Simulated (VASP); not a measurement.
## SnO: single point with PBEsol

Crystal: SnO.

```
CELL_PARAMETERS angstrom
3.57782 0.00000 0.00000
0.00000 3.57782 0.00000
0.00000 0.00000 5.46102
ATOMIC_POSITIONS crystal
Sn 0.00000 0.50000 0.23850
Sn 0.50000 0.00000 0.76150
O 0.00000 0.00000 0.00000
O 0.50000 0.50000 0.00000
```

This cell differs from its parent crystal: ratio of the length along z to the lengths across it x 1.2, volume and fractional coordinates fixed.

- Program: VASP 6.6.1
- Task: single point
- Functional: PBEsol
- Potentials or basis: VASP PAW PBE potentials, release 64 (Sn_d, O)
- Cutoff: 520 eV
- k mesh: 14 × 14 × 12
- Occupations: gaussian, width 0.15 eV
- Spin: no spin polarisation
- Dipole correction: no
- Further INCAR settings: ALGO = Normal; EDIFF = 1e-06; NBANDS = 28

The pressure is 2.4 GPa and the largest force is 1.328 eV/Å. The band gap on the k mesh is zero (band 20 reaches 7.18 eV, above the bottom of band 21 at 6.96 eV).

Forces in eV/Å, atoms in the order of the input:
```
Sn   0.000  0.000 -1.328
Sn   0.000  0.000  1.328
O    0.000  0.000  0.000
O    0.000  0.000  0.000
```

Stress tensor (GPa, compression positive):
```
 8.31  0.00  0.00
 0.00  8.31  0.00
 0.00  0.00 -9.34
```

Levels at points of the mesh, in eV from the Fermi level:
```tsv
k point	band 18	band 19	band 20	band 21	band 22	band 23
(0.00, 0.00, 0.00)	-2.32	-2.32	0.06	2.64	4.19	5.10
(0.50, 0.00, 0.00)	-4.33	-3.09	-3.09	2.36	2.36	6.40
(0.50, 0.50, 0.00)	-2.17	-1.66	-1.66	-0.16	-0.16	3.67
(0.00, 0.00, 0.50)	-3.35	-2.34	-2.34	3.04	3.47	3.47
(0.50, 0.00, 0.50)	-4.32	-2.17	-2.17	1.50	1.50	6.15
(0.50, 0.50, 0.50)	-2.61	-1.66	-1.66	1.89	1.89	2.81
```

Wall time 2.9 min on 1 thread of Intel(R) Xeon(R) 6975P-C (Granite Rapids), with other jobs on the host, peak memory 0.48 GiB.

Caveat: the PAW data sets were made with another functional, which shifts forces and pressure a little; spin-orbit coupling is left out, which moves the levels of the heavy elements.
